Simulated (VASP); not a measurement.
# Ta2SnSb4 (I-4) in VASP: single point with PBEsol

Aim: the single point of Ta2SnSb4 with PBEsol.

Program: VASP 6.6.1. These are calculated values, not measurements. Logs are shortened: lines on timing, memory, paths and dates and some standing lists are left out, and cuts for length are marked.

## 1. The cell of the first run

The structure is tetragonal, space group I-4 (No. 82). Conventional cell: a = 6.119 Å, b = 6.119 Å, c = 11.716 Å, α = 90.00°, β = 90.00°, γ = 90.00°. Within 3.5 Å of Ta (site symmetry -4) lie 4 Sb at 2.67 Å. Within 3.5 Å of Ta (site symmetry -4) lie 4 Sb at 2.69 Å. Sn (site symmetry -4) has 4 Sb at 2.90 Å within 3.8 Å. Sb (site symmetry 1) has 2 Ta at 2.67 to 2.69 Å and 1 Sn at 2.90 Å and 2 Sb at 3.61 Å within 3.7 Å.

## 2. Single point, PBEsol

Contents of INCAR:

```
PREC     = Accurate       # precision mode
ENCUT    = 520            # plane-wave cutoff, eV
EDIFF    = 1E-7           # SCF threshold, eV
ISMEAR   = -1             # smearing method
SIGMA    = 0.03           # smearing width, eV
LREAL    = F              # projectors in reciprocal space
LASPH    = T              # aspherical terms in the spheres
NELM     = 100            # most SCF steps
ALGO     = Normal         # electronic algorithm
ISIF     = 2              # what is computed and relaxed
LWAVE    = F              # write WAVECAR
LCHARG   = F              # write CHGCAR
GGA      = PS             # functional
NBANDS   = 37             # bands
```

Contents of KPOINTS:

```
Automatic mesh
0
Gamma
  6 6 6
```

Contents of POSCAR:

```
Ta2SnSb4
1.0
   -3.0596691350      3.0596691350      5.8580082988
    3.0596691350     -3.0596691350      5.8580082988
    3.0596691350      3.0596691350     -5.8580082988
Ta Sn Sb
2 1 4
Direct
    0.5000000000      0.5000000000      0.0000000000
    0.2500000000      0.7500000000      0.5000000000
    0.0000000000      0.0000000000      0.0000000000
    0.0904279408      0.1464527630      0.5341931318
    0.6122596312      0.5562348090      0.4658068682
    0.4437651910      0.9095720592      1.0560248221
    0.8535472370      0.3877403688     -0.0560248221
```

Potentials or basis: VASP PAW PBE potentials, release 64 (Ta_pv, Sn_d, Sb).

Command:

```bash
$ cat potpaw_PBE.64/Ta_pv/POTCAR potpaw_PBE.64/Sn_d/POTCAR potpaw_PBE.64/Sb/POTCAR > POTCAR
$ mpirun -np 1 vasp_std > vasp.out
```

OUTCAR:

```text
PREC = Accurate
   ENCUT = 520
   EDIFF = 1E-7
   ISMEAR = -1
   LREAL = F
   LASPH = T
   NELM = 100
   ISIF = 2
   GGA = PS

 ion  position               nearest neighbor table
   1  0.500  0.500  0.000-   7 2.67   5 2.67   4 2.67   6 2.67
   2  0.250  0.750  0.500-   6 2.69   7 2.69   5 2.69   4 2.69
   3  0.000  0.000  0.000-   7 2.90   5 2.90   4 2.90   6 2.90
   4  0.090  0.146  0.534-   1 2.67   2 2.69   3 2.90   6 3.61   7 3.61
   5  0.612  0.556  0.466-   1 2.67   2 2.69   3 2.90   6 3.61   7 3.61
   6  0.444  0.910  0.056-   1 2.67   2 2.69   3 2.90   5 3.61   4 3.61
   7  0.854  0.388  0.944-   1 2.67   2 2.69   3 2.90   4 3.61   5 3.61

  LATTYP: Found a body centered tetragonal cell.
 ALAT       =     6.1193382700
 C/A-ratio  =     1.9145888135

  Lattice vectors:

 A1 = (  -3.0596691350,   3.0596691350,   5.8580082988)
 A2 = (   3.0596691350,  -3.0596691350,   5.8580082988)
 A3 = (   3.0596691350,   3.0596691350,  -5.8580082988)

Analysis of symmetry for initial positions (statically):
=====================================================================
 Subroutine PRICEL returns:
 Original cell was already a primitive cell.

 Routine SETGRP: Setting up the symmetry group for a
 body centered tetragonal supercell.

 Subroutine GETGRP returns: Found  4 space group operations
 (whereof  4 operations were pure point group operations)
 out of a pool of 16 trial point group operations.

The static configuration has the point symmetry S_4 .

Analysis of symmetry for dynamics (positions and initial velocities):
=====================================================================
 Subroutine PRICEL returns:
 Original cell was already a primitive cell.

 Routine SETGRP: Setting up the symmetry group for a
 body centered tetragonal supercell.

 Subroutine GETGRP returns: Found  4 space group operations
 (whereof  4 operations were pure point group operations)
 out of a pool of 16 trial point group operations.

The dynamic configuration has the point symmetry S_4 .

 Subroutine INISYM returns: Found  4 space group operations
 (whereof  4 operations are pure point group operations),
 and found     1 'primitive' translations

----------------------------------------------------------------------------------------

                                     Primitive cell

[... 101 lines left out ...]
   LREAL  =      F    real-space projection
   EDIFFG = 0.1E-05   stopping-criterion for IOM
   NSW    =      0    number of steps for IOM
   IBRION =     -1    ionic relax: 0-MD 1-quasi-New 2-CG
   NFREE  =      0    steps in history (QN), initial steepest desc. (CG)
   ISIF   =      2    stress and relaxation
   ISYM   =      2    0-nonsym 1-usesym 2-fastsym
   POTIM  = 0.5000    time-step for ionic-motion
   TEBEG  =    0.0;   TEEND  =   0.0 temperature during run
   PSTRESS=    0.0 pullay stress
   NELECT =      56.0000    total number of electrons
   NUPDOWN=      -1.0000    fix difference up-down
   EMIN   =  10.00;   EMAX   =-10.00  energy-range for DOS
   EFERMI =   0.00;   METHOD = LEGACY
   ISMEAR =    -1;   SIGMA  =   0.03  broadening in eV -4-tet -1-fermi 0-gaus
   EFERMI_NEDOS =   21; number of points for ismear=-14 and -15
   IALGO  =     38    algorithm
   IMIX   =      4    mixing-type and parameters
     AMIX     =   0.40;   BMIX     =  1.00
     AMIX_MAG =   1.60;   BMIX_MAG =  1.00
  volume/ion in A,a.u.               =      31.34       211.47
  Fermi-wavevector in a.u.,A,eV,Ry     =   1.038527  1.962532 14.674410  1.078539
  Thomas-Fermi vector in A             =   2.173016
   LORBIT       =      0    0 simple, 1 ext, 2 COOP (PROOUT), +10 PAW based schemes
   GGA     = PS    functional components
   LHFCALC =     F    Hartree Fock is set to
   AEXX    =    0.0000 exact exchange contribution
   IVDW    =     0    specifies the selected vdW correction
   LEPSILON=     F    determine dielectric tensor
   LRPA    =     F    only Hartree local field effects (RPA)
 non-spin polarized calculation
  energy-cutoff  :      520.00
  volume of cell :      219.36
 maximum number of plane-waves:      5950
   NGX = 27   NGY = 27   NGZ = 27

 number of electron      55.9999997 magnetization

 Free energy of the ion-electron system (eV)
  ---------------------------------------------------
  ext. energy  EPLUGINS =         0.00000000
  ---------------------------------------------------
  free energy    TOTEN  =       -42.69647375 eV

  energy without entropy =      -42.68242671  energy(sigma->0) =      -42.68945023

 E-fermi :   4.8911     XC(G=0):  -9.5192

 val. band max:        4.8614836286   @ k =  -0.1667   0.3333   0.1667
 cond. band min:       4.8996020532   @ k =   0.5000   0.5000   0.5000
 fundamental gap:      0.0381184245
 Fermi energy:         4.8910817420

 k-point     1 :       0.0000    0.0000    0.0000
  band No.  band energies     occupation
      1     -30.1011      2.00000
      2     -30.0991      2.00000
      3     -30.0991      2.00000
      4     -30.0008      2.00000
      5     -29.9967      2.00000
      6     -29.9967      2.00000
[... 949 lines left out ...]
     36       7.1024      0.00000
     37       8.0072      0.00000

 [... further k-points ...]

------------------------ aborting loop because EDIFF is reached ----------------------------------------

  FORCE on cell =-STRESS in cart. coord.  units (eV):
  Direction    XX          YY          ZZ          XY          YZ          ZX
  --------------------------------------------------------------------------------------
  -------------------------------------------------------------------------------------
  Total        0.1167039      0.1167039      0.0908502      0.0000024     -0.0000000      0.0000000
  in kB        0.8523875      0.8523875      0.6635563      0.0000173     -0.0000000      0.0000000
  external PRESSURE =       0.7894438 kB  Pullay stress =       0.0000000 kB

 VOLUME and BASIS-vectors are now :
 -----------------------------------------------------------------------------
  energy-cutoff  :      520.00
  volume of cell :      219.36
      direct lattice vectors                 reciprocal lattice vectors
    -3.059669135  3.059669135  5.858008299     0.000000000  0.163416362  0.085353242
     3.059669135 -3.059669135  5.858008299     0.163416362  0.000000000  0.085353242
     3.059669135  3.059669135 -5.858008299     0.163416362  0.163416362  0.000000000

 POSITION                                       TOTAL-FORCE (eV/Angst)
 -----------------------------------------------------------------------------------
      0.00000      0.00000      5.85801         0.000000      0.000000     -0.000000
      3.05967      0.00000      2.92900         0.000000      0.000000     -0.000000
      0.00000      0.00000      0.00000         0.000000      0.000000     -0.000000
      1.80587      1.46304     -1.74166         0.011839     -0.010991     -0.012469
      1.25380      1.59663      4.11635        -0.011839      0.010991     -0.012469
      1.59663     -1.25380      7.59967         0.010991      0.011839      0.012469
      1.46304      4.31347      1.74166        -0.010991     -0.011839      0.012469
 -----------------------------------------------------------------------------------
    total drift:                                0.000001      0.000001      0.000002

  FREE ENERGIE OF THE ION-ELECTRON SYSTEM (eV)
  ---------------------------------------------------
  free  energy   TOTEN  =       -42.6964737486 eV

  energy  without entropy=      -42.6824267124  energy(sigma->0) =      -42.68945023
```

OSZICAR:

```text
N       E                     dE             d eps       ncg     rms          rms(c)
DAV:   1     0.473912546761E+03    0.47391E+03   -0.24843E+04  2800   0.143E+03
DAV:   2     0.109275962378E+01   -0.47282E+03   -0.46086E+03  2963   0.366E+02
DAV:   3    -0.424419447801E+02   -0.43535E+02   -0.42167E+02  3243   0.111E+02
DAV:   4    -0.446734954219E+02   -0.22316E+01   -0.21700E+01  3320   0.246E+01
DAV:   5    -0.447553623426E+02   -0.81867E-01   -0.81486E-01  3952   0.496E+00    0.143E+01
DAV:   6    -0.432158740417E+02    0.15395E+01   -0.12527E+01  3259   0.119E+01    0.610E+00
DAV:   7    -0.428146757164E+02    0.40120E+00   -0.35687E+00  3339   0.622E+00    0.468E+00
DAV:   8    -0.428061604196E+02    0.85153E-02   -0.11818E+00  3440   0.327E+00    0.235E+00
DAV:   9    -0.426968377366E+02    0.10932E+00   -0.53697E-01  3447   0.209E+00    0.682E-01
DAV:  10    -0.426971211838E+02   -0.28345E-03   -0.36067E-02  3134   0.792E-01    0.252E-01
DAV:  11    -0.426964829146E+02    0.63827E-03   -0.34535E-03  3412   0.267E-01    0.120E-01
DAV:  12    -0.426964790708E+02    0.38438E-05   -0.71739E-04  3238   0.111E-01    0.323E-02
DAV:  13    -0.426964730154E+02    0.60554E-05   -0.67709E-05  3257   0.402E-02    0.176E-02
DAV:  14    -0.426964737617E+02   -0.74627E-06   -0.59679E-06  3390   0.108E-02    0.348E-03
DAV:  15    -0.426964737486E+02    0.13082E-07   -0.59859E-07  3169   0.496E-03
   1 F= -.42696474E+02 E0= -.42689450E+02  d E =-.140470E-01
```

It took 13 min on 1 thread of Intel Xeon Platinum 8259CL at 2.50GHz (Skylake/Cascade Lake), shared host; peak memory 0.56 GiB.

What came out:

```yaml
Free_energy: -42.6965 eV
Pressure: 0.1 GPa
Largest_force: 0.020 eV/Å
Band_gap_on_the_k_mesh: zero (bands 28 and 29 overlap by 0.62 eV)
```

Forces in eV/Å, atoms in the order of the input:
```
Ta   0.000  0.000  0.000
Ta   0.000  0.000  0.000
Sn   0.000  0.000  0.000
Sb   0.012 -0.011 -0.012
Sb  -0.012  0.011 -0.012
Sb   0.011  0.012  0.012
Sb  -0.011 -0.012  0.012
```

Levels at points of the mesh, in eV from the Fermi level:
| k point | band 26 | band 27 | band 28 | band 29 | band 30 | band 31 |
| --- | --- | --- | --- | --- | --- | --- |
| (0.00, 0.00, 0.00) | -1.36 | -1.31 | -0.82 | -0.48 | 0.66 | 0.89 |
| (0.50, 0.00, 0.00) | -1.03 | -0.86 | -0.05 | 0.33 | 0.57 | 0.79 |
| (0.50, 0.50, 0.00) | -1.17 | -0.94 | 0.13 | 0.40 | 0.56 | 0.93 |
| (0.50, 0.50, 0.50) | -1.02 | -1.02 | -0.52 | 0.01 | 0.35 | 0.61 |

Caveat: the PAW data sets were made with another functional, which shifts forces and pressure a little; spin-orbit coupling is left out, which moves the levels of the heavy elements.

The gap in the log of VASP goes by the Fermi energy; the results here count the filled bands.